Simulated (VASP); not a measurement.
Set up this calculation in VASP 6.6.1, as the native input.

```yaml
Task: single point
Functional: LDA
Potentials_or_basis: VASP PAW LDA potentials, release 64 (Ge_d, Pt)
Cutoff: 520 eV
k_mesh: 4 × 6 × 4
Occupations: gaussian, width 0.1 eV
Spin: no spin polarisation
Dipole_correction: no
Further_INCAR_settings: ALGO = Normal; EDIFF = 1e-07; NBANDS = 58
```

The structure of GePt lies in POSCAR:

```
GePt
1.0
    5.7320000000      0.0000000000      0.0000000000
    0.0000000000      3.7010000000      0.0000000000
    0.0000000000      0.0000000000      6.0880000000
Ge Pt
4 4
Direct
    0.8050000000      0.7500000000      0.5900000000
    0.1950000000      0.2500000000      0.4100000000
    0.6950000000      0.2500000000      0.0900000000
    0.3050000000      0.7500000000      0.9100000000
    0.9900000000      0.7500000000      0.1950000000
    0.0100000000      0.2500000000      0.8050000000
    0.5100000000      0.2500000000      0.6950000000
    0.4900000000      0.7500000000      0.3050000000
```

One way to write it, as run:

INCAR

```
SYSTEM = GePt
  PREC = Accurate
  ENCUT = 520
  EDIFF = 1E-7
  ISMEAR = 0
  SIGMA = 0.1
  LREAL = .FALSE.
  LASPH = .TRUE.
  NELM = 60
  ALGO = Normal
  ISIF = 2
  LWAVE = .FALSE.
  LCHARG = .FALSE.
  NBANDS = 58
```

KPOINTS

```
regular mesh
0
G
  4 6 4
  0 0 0
```

Potentials or basis: VASP PAW LDA potentials, release 64 (Ge_d, Pt).

Launch:

```bash
$ cat potpaw_LDA.64/Ge_d/POTCAR potpaw_LDA.64/Pt/POTCAR > POTCAR
$ mpirun -np 1 vasp_std > vasp.out
```

Results of the run:

| Quantity | Value |
| --- | --- |
| Pressure | -2.3 GPa |
| Largest force | 0.330 eV/Å |
| Band gap on the k mesh | zero (bands 48 and 49 overlap by 1.12 eV) |

Caveat: spin-orbit coupling is left out, which moves the levels of the heavy elements.

Wall time 3.9 min on 1 thread of Intel(R) Xeon(R) Platinum 8259CL CPU @ 2.50GHz (Skylake/Cascade Lake), with other jobs on the host, peak memory 0.33 GiB.
